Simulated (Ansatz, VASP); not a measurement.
**CO2: VASP beside Ansatz**

```
CELL_PARAMETERS angstrom
5.62000 0.00000 0.00000
0.00000 5.62000 0.00000
0.00000 0.00000 5.62000
ATOMIC_POSITIONS crystal
C 0.00000 0.00000 0.00000
C 0.50000 0.00000 0.50000
C 0.50000 0.50000 0.00000
C 0.00000 0.50000 0.50000
O 0.12002 0.12002 0.12002
O 0.37998 0.87998 0.62002
O 0.62002 0.37998 0.87998
O 0.87998 0.62002 0.37998
O 0.87998 0.87998 0.87998
O 0.62002 0.12002 0.37998
O 0.37998 0.62002 0.12002
O 0.12002 0.37998 0.62002
```

Alike in both runs: functional PBE; k mesh 5 × 5 × 5; occupations fermi-dirac, width 0.01 eV; no spin polarisation.

Ansatz relaxed the structure, and its values are those at the end. VASP's run is a single point on that final structure, the one shown.

|  | VASP | Ansatz |
| --- | --- | --- |
| version | VASP 6.6.1 | Ansatz 0.2.0 |
| potentials or method | VASP PAW PBE potentials, release 64 (C, O) | plane-wave PAW, scalar-relativistic |
| plane-wave cutoff (eV) | 520 | 420 |
| valence electrons in the cell | 64 | 64 |

```tsv
	VASP	Ansatz	Ansatz less VASP
gap on the k mesh at the Fermi level (eV)	6.77	6.79	+0.020
pressure (GPa)	2.9	1.4	-1.49
rms of the force components (eV/Å)	0.308	0.009	-0.2990
```

One of these differences is far larger than is usual between the two programs; its cause wasn't traced. Ansatz's warnings: stress scf threshold loose.

Noted on VASP's run: the standard files for N, O and F lose accuracy on very short bonds.
